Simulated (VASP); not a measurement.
# Si8GeO16 (a cell with a defect) in VASP: notebook

Runs on Si8GeO16 (a cell with a defect). Level: PBE+D3(BJ). Tasks: single point.

All numbers are computed with VASP 6.6.1; they aren't measurements. Logs are shortened: lines on timing, memory, paths and dates and some standing lists are left out, and cuts for length are marked.

## (1) The cell of the first run

The cell holds a defect, 25 atoms: a = 5.903 Å, b = 5.903 Å, c = 5.333 Å, α = 90.00°, β = 90.00°, γ = 90.00°.

## (2) Single point, PBE+D3(BJ)

INCAR reads:

```
SYSTEM = Si8GeO16
  PREC = Accurate
  ENCUT = 520
  EDIFF = 1E-6
  ISMEAR = -1
  SIGMA = 0.05
  LREAL = Auto
  LASPH = .TRUE.
  NELM = 80
  ALGO = Normal
  ISIF = 2
  LWAVE = .FALSE.
  LCHARG = .TRUE.
  GGA = PE
  IVDW = 12
  LELF = .TRUE.
  LVHAR = .TRUE.
  NBANDS = 89
```

KPOINTS reads:

```
Automatic mesh
0
G
  2 2 2
  0 0 0
```

POSCAR reads:

```
Si8GeO16
1.0
   -4.1738000000     -4.1738000000      0.0000000000
    4.1738000000     -4.1738000000      0.0000000000
    0.0000000000      0.0000000000      5.3326000000
Si O Ge
8 16 1
Direct
    0.4737910122      0.5181616995     -0.0081517430
    0.0025612432      0.5208086893      0.2373381292
    0.4628665606      0.5163262602      0.5114605786
   -0.0269722505      0.5000437453      0.7493402707
    0.0349188705     -0.0135505183     -0.0012218496
    0.5169761846     -0.0194914038      0.2631675475
    0.0326607991     -0.0200344768      0.5155358284
    0.5239137196     -0.0006837650      0.7579078284
    0.1723376168      0.4931294347     -0.0122504263
    0.0652267289      0.1476272298      0.2619125892
    0.7734581500      0.5518435501     -0.0311199999
    0.0191222934      0.7945801800      0.2534880948
    0.1665706029      0.4959845417      0.5061615215
    0.0046906310      0.1909263312      0.7545372013
    0.7652653734      0.5251021349      0.5316592923
    0.0418483044      0.7988362557      0.7574536429
    0.7254049391     -0.0279470345     -0.0134159751
    0.4809427176      0.7052707325      0.2538173054
    0.3331954097      0.0056666806      0.0036591899
    0.4364051020      0.3518286165      0.2465999945
    0.7268571934     -0.0573942697      0.5383170638
    0.4552084519      0.7019881181      0.7531928840
    0.3325957375      0.0050290700      0.5134529884
    0.4922313428      0.3074983092      0.7531835074
    0.7545469657      0.2606338888      0.2695355358
```

Potentials or basis: VASP PAW PBE potentials, release 64 (Si, O, Ge_d).

Started as:

```
> cat potpaw_PBE.64/Si/POTCAR potpaw_PBE.64/O/POTCAR potpaw_PBE.64/Ge_d/POTCAR > POTCAR
> mpirun -np 1 vasp_std > vasp.out
```

OUTCAR:

```text
SYSTEM = Si8GeO16
   PREC = Accurate
   ENCUT = 520
   EDIFF = 1E-6
   ISMEAR = -1
   LREAL = Auto
   LASPH = .TRUE.
   NELM = 80
   ISIF = 2
   GGA = PE
   IVDW = 12
 IVDW          = 12

 ion  position               nearest neighbor table
   1  0.474  0.518  0.992-  22 1.68  20 1.69  18 1.78  24 1.78  11 1.78   9 1.79   3 2.56  25 2.69
                             3 2.77   2 3.07   6 3.10   8 3.12
   2  0.003  0.521  0.237-  12 1.62   9 1.67  13 1.74  11 1.98  15 2.10  25 2.13  10 2.24   4 2.61
                             4 2.74   5 3.03   1 3.07   3 3.09   7 3.09
   3  0.463  0.516  0.511-  22 1.69  20 1.72  13 1.75  18 1.77  15 1.79  24 1.79   1 2.56  25 2.63
                             1 2.77   6 3.06   2 3.09
   4  0.973  0.500  0.749-  11 1.69  15 1.70  13 1.73   9 1.73  16 1.81  14 1.83   2 2.61   2 2.74
                             7 3.11
   5  0.035  0.986  0.999-  16 1.70  10 1.70  19 1.76  12 1.77  14 1.78  17 1.83   7 2.58  25 2.73
                             7 2.76   2 3.03
   6  0.517  0.981  0.263-  18 1.64  23 1.73  19 1.76  17 1.92  21 1.93  25 2.17  20 2.24   8 2.64
                             8 2.70   3 3.06   1 3.10
   7  0.033  0.980  0.516-  16 1.68  10 1.69  23 1.78  12 1.78  14 1.79  21 1.82   5 2.58  25 2.68
                             5 2.76   2 3.09   4 3.11
   8  0.524  0.999  0.758-  21 1.71  17 1.71  23 1.73  19 1.73  22 1.80  24 1.83   6 2.64   6 2.70
                             1 3.12
   9  0.172  0.493  0.988-   2 1.67   4 1.73   1 1.79
  10  0.065  0.148  0.262-   7 1.69   5 1.70  25 1.95   2 2.24
  11  0.773  0.552  0.969-   4 1.69   1 1.78   2 1.98  25 2.35
  12  0.019  0.795  0.253-   2 1.62   5 1.77   7 1.78
  13  0.167  0.496  0.506-   4 1.73   2 1.74   3 1.75
  14  0.005  0.191  0.755-   5 1.78   7 1.79   4 1.83
  15  0.765  0.525  0.532-   4 1.70   3 1.79  25 2.10   2 2.10
  16  0.042  0.799  0.757-   7 1.68   5 1.70   4 1.81
  17  0.725  0.972  0.987-   8 1.71   5 1.83   6 1.92  25 2.28
  18  0.481  0.705  0.254-   6 1.64   3 1.77   1 1.78
  19  0.333  0.006  0.004-   8 1.73   5 1.76   6 1.76
  20  0.436  0.352  0.247-   1 1.69   3 1.72  25 1.96   6 2.24
  21  0.727  0.943  0.538-   8 1.71   7 1.82   6 1.93  25 2.37
  22  0.455  0.702  0.753-   1 1.68   3 1.69   8 1.80
  23  0.333  0.005  0.513-   8 1.73   6 1.73   7 1.78
  24  0.492  0.307  0.753-   1 1.78   3 1.79   8 1.83
  25  0.755  0.261  0.270-  10 1.95  20 1.96  15 2.10   2 2.13   6 2.17  17 2.28  11 2.35  21 2.37
                             3 2.63   7 2.68   1 2.69   5 2.73

  LATTYP: Found a simple tetragonal cell.
 ALAT       =     5.9026445666
 C/A-ratio  =     0.9034255646

  Lattice vectors:

 A1 = (  -4.1738000000,  -4.1738000000,   0.0000000000)
 A2 = (   4.1738000000,  -4.1738000000,   0.0000000000)
 A3 = (   0.0000000000,   0.0000000000,   5.3326000000)

Analysis of symmetry for initial positions (statically):
=====================================================================
 Subroutine PRICEL returns:
 Original cell was already a primitive cell.

 Routine SETGRP: Setting up the symmetry group for a
 simple tetragonal supercell.

 Subroutine GETGRP returns: Found  1 space group operations
 (whereof  1 operations were pure point group operations)
 out of a pool of 16 trial point group operations.

The static configuration has the point symmetry C_1 .

Analysis of symmetry for dynamics (positions and initial velocities):
=====================================================================
 Subroutine PRICEL returns:
 Original cell was already a primitive cell.

 Routine SETGRP: Setting up the symmetry group for a
 simple tetragonal supercell.

 Subroutine GETGRP returns: Found  1 space group operations
 (whereof  1 operations were pure point group operations)
 out of a pool of 16 trial point group operations.

The dynamic configuration has the point symmetry C_1 .

 Subroutine INISYM returns: Found  1 space group operations
 (whereof  1 operations are pure point group operations),
 and found     1 'primitive' translations

----------------------------------------------------------------------------------------

                                     Primitive cell

  volume of cell :     185.7943

  direct lattice vectors                    reciprocal lattice vectors
    -4.173800000 -4.173800000  0.000000000    -0.119794911 -0.119794911  0.000000000
     4.173800000 -4.173800000  0.000000000     0.119794911 -0.119794911  0.000000000
     0.000000000  0.000000000  5.332600000     0.000000000  0.000000000  0.187525785

  length of vectors
     5.902644567  5.902644567  5.332600000     0.169415588  0.169415588  0.187525785

  position of ions in fractional coordinates (direct lattice)
[... 64 lines left out ...]
  Cartesian coordinates                     Fractional coordinates (reciprocal lattice)
    -0.059897456 -0.059897456  0.000000000     0.500000000  0.000000000  0.000000000
     0.059897456 -0.059897456  0.000000000     0.000000000  0.500000000  0.000000000
     0.000000000  0.000000000  0.093762892     0.000000000  0.000000000  0.500000000

  Length of vectors
     0.084707794  0.084707794  0.093762892

  Shift w.r.t. Gamma in fractional coordinates (k-lattice)
     0.000000000  0.000000000  0.000000000

 Subroutine IBZKPT returns following result:
 ===========================================

 Found      8 irreducible k-points:

 Following reciprocal coordinates:
            Coordinates               Weight
  0.000000  0.000000  0.000000      1.000000
  0.500000  0.000000  0.000000      1.000000
  0.000000  0.500000  0.000000      1.000000
  0.500000  0.500000  0.000000      1.000000
  0.000000  0.000000  0.500000      1.000000
  0.500000  0.000000  0.500000      1.000000
  0.000000  0.500000  0.500000      1.000000
  0.500000  0.500000  0.500000      1.000000
   k-points           NKPTS =      8   k-points in BZ     NKDIM =      8   number of bands    NBANDS=     89
   number of dos      NEDOS =    301   number of ions     NIONS =     25
   total plane-waves  NPLWV =  92160
   dimension x,y,z NGX =    48 NGY =   48 NGZ =   40
   dimension x,y,z NGXF=    96 NGYF=   96 NGZF=   80
   ions per type =               8  16   1
   NGX,Y,Z   is equivalent  to a cutoff of  13.52, 13.52, 12.47 a.u.
   NGXF,Y,Z  is equivalent  to a cutoff of  27.04, 27.04, 24.94 a.u.
 SYSTEM =  Si8GeO16
   PREC   = accura    normal or accurate (medium, high low for compatibility)
   ISTART =      0    job   : 0-new  1-cont  2-samecut
   ICHARG =      2    charge: 1-file 2-atom 10-const
   ISPIN  =      1    spin polarized calculation?
   LNONCOLLINEAR =      F non collinear calculations
   LSORBIT =      F    spin-orbit coupling
   LASPH  =      T    aspherical Exc in radial PAW
   ENCUT  =  520.0 eV  38.22 Ry    6.18 a.u.  10.98 10.98  9.92*2*pi/ulx,y,z
   NELM   =     80;   NELMIN=  2; NELMDL= -5     # of ELM steps
   EDIFF  = 0.1E-05   stopping-criterion for ELM
   LREAL  =      T    real-space projection
   EDIFFG = 0.1E-04   stopping-criterion for IOM
   NSW    =      0    number of steps for IOM
   IBRION =     -1    ionic relax: 0-MD 1-quasi-New 2-CG
   NFREE  =      0    steps in history (QN), initial steepest desc. (CG)
   ISIF   =      2    stress and relaxation
   ISYM   =      2    0-nonsym 1-usesym 2-fastsym
   POTIM  = 0.5000    time-step for ionic-motion
   TEBEG  =    0.0;   TEEND  =   0.0 temperature during run
   PSTRESS=    0.0 pullay stress
   NELECT =     142.0000    total number of electrons
   NUPDOWN=      -1.0000    fix difference up-down
   EMIN   =  10.00;   EMAX   =-10.00  energy-range for DOS
   EFERMI =   0.00;   METHOD = LEGACY
   ISMEAR =    -1;   SIGMA  =   0.05  broadening in eV -4-tet -1-fermi 0-gaus
   EFERMI_NEDOS =   21; number of points for ismear=-14 and -15
   IALGO  =     38    algorithm
   IMIX   =      4    mixing-type and parameters
     AMIX     =   0.40;   BMIX     =  1.00
     AMIX_MAG =   1.60;   BMIX_MAG =  1.00
  volume/ion in A,a.u.               =       7.43        50.15
  Fermi-wavevector in a.u.,A,eV,Ry     =   1.496788  2.828519 30.482128  2.240373
  Thomas-Fermi vector in A             =   2.608759
   LORBIT       =      0    0 simple, 1 ext, 2 COOP (PROOUT), +10 PAW based schemes
   GGA     = PE    functional components
   LHFCALC =     F    Hartree Fock is set to
   AEXX    =    0.0000 exact exchange contribution
   IVDW    =    12    specifies the selected vdW correction
   LEPSILON=     F    determine dielectric tensor
   LRPA    =     F    only Hartree local field effects (RPA)
 non-spin polarized calculation
  energy-cutoff  :      520.00
  volume of cell :      185.79
 maximum number of plane-waves:      5016
 NGX is ok and might be reduce to    48
   NGX = 21   NGY = 21   NGZ = 19

 number of electron     142.0000029 magnetization

 Free energy of the ion-electron system (eV)
  ---------------------------------------------------
  ext. energy  EPLUGINS =         0.00000000
  ---------------------------------------------------
  free energy    TOTEN  =      -172.68095731 eV

  energy without entropy =     -172.68095730  energy(sigma->0) =     -172.68095731

 E-fermi :  13.2437     XC(G=0): -12.7425

 val. band max:       12.3147714935   @ k =   0.5000   0.0000   0.5000
 cond. band min:      14.1326497121   @ k =   0.0000   0.0000   0.5000
 fundamental gap:      1.8178782186
 Fermi energy:        13.2437187849

 k-point     1 :       0.0000    0.0000    0.0000
  band No.  band energies     occupation
      1     -13.8450      2.00000
      2     -13.3871      2.00000
      3     -13.2947      2.00000
      4     -13.0450      2.00000
      5     -13.0226      2.00000
      6     -12.9725      2.00000
[... 677 lines left out ...]
     82      19.0779      0.00000
     83      19.2302      0.00000
 [bands above 83 left out]

------------------------ aborting loop because EDIFF is reached ----------------------------------------

 Edisp (eV)   -6.73663

 E8    (eV) :    -2.3633

  FORCE on cell =-STRESS in cart. coord.  units (eV):
  Direction    XX          YY          ZZ          XY          YZ          ZX
  --------------------------------------------------------------------------------------
  -------------------------------------------------------------------------------------
  Total      69.13258    40.82053    52.52790   -17.90294     4.22131    -3.28292
  in kB     596.15762   352.01160   452.96884  -154.38410    36.40206   -28.30989
  external pressure =      467.05 kB  Pullay stress =        0.00 kB

 VOLUME and BASIS-vectors are now :
 -----------------------------------------------------------------------------
  energy-cutoff  :      520.00
  volume of cell :      185.79
      direct lattice vectors                 reciprocal lattice vectors
    -4.173800000 -4.173800000  0.000000000    -0.119794911 -0.119794911  0.000000000
     4.173800000 -4.173800000  0.000000000     0.119794911 -0.119794911  0.000000000
     0.000000000  0.000000000  5.332600000     0.000000000  0.000000000  0.187525785

 POSITION                                       TOTAL-FORCE (eV/Angst)
 -----------------------------------------------------------------------------------
      0.18519     -4.14021      5.28913         0.016826      0.006349      0.002700
      2.16306     -2.18444      1.26563        -0.015247      0.087782      0.023666
      0.22313     -4.08695      2.72741         0.019662      0.005048      0.000293
     -1.97414     -6.14831      3.99593        -0.035177     -0.036476     -0.009341
      3.97150     -4.26299      5.32608        -0.012022     -0.002605      0.001308
      1.93469     -6.25020      1.40337         0.041261     -0.077959     -0.009983
[... 17 lines left out ...]
     -0.77104     -3.33791      4.01643        -0.022714      0.008616     -0.003338
     -2.06149     -4.23716      1.43733        -0.017028      0.012477     -0.004743
 -----------------------------------------------------------------------------------
    total drift:                                0.006137      0.008054      0.003972

  FREE ENERGIE OF THE ION-ELECTRON SYSTEM (eV)
  ---------------------------------------------------
  free  energy   TOTEN  =      -179.4175854639 eV

  energy  without entropy=     -179.4175854534  energy(sigma->0) =     -179.41758546
```

Run time: 3.1 min. Hardware: 1 thread of Intel Xeon Platinum 8488C (Sapphire Rapids), shared host; peak memory 0.33 GiB.

What came out:

* Free energy: -179.4176 eV
* Pressure: 46.7 GPa
* Largest force: 0.092 eV/Å
* Band gap on the k mesh: 1.82 eV
* Dispersion energy per atom: -0.269 eV

Forces on the atoms (eV/Å):
```
Si   0.017  0.006  0.003
Si  -0.015  0.088  0.024
Si   0.020  0.005  0.000
Si  -0.035 -0.036 -0.009
Si  -0.012 -0.003  0.001
Si   0.041 -0.078 -0.010
Si  -0.019 -0.002 -0.008
Si   0.023  0.019  0.008
O   -0.024 -0.024 -0.005
O    0.031 -0.046 -0.013
O    0.015  0.013  0.017
O    0.022 -0.032  0.012
O   -0.004 -0.008 -0.006
O    0.018 -0.012  0.001
O    0.010 -0.001 -0.018
O   -0.024  0.041  0.007
O   -0.013 -0.006  0.012
O   -0.022  0.033 -0.001
O    0.002  0.009  0.011
O   -0.019  0.046  0.008
O   -0.016 -0.015 -0.014
O    0.026 -0.040 -0.006
O    0.017  0.021 -0.008
O   -0.023  0.009 -0.003
Ge  -0.017  0.012 -0.005
```

Caveat: the k points lie up to 0.59 Å⁻¹ apart.

[end of part 1 of 2]
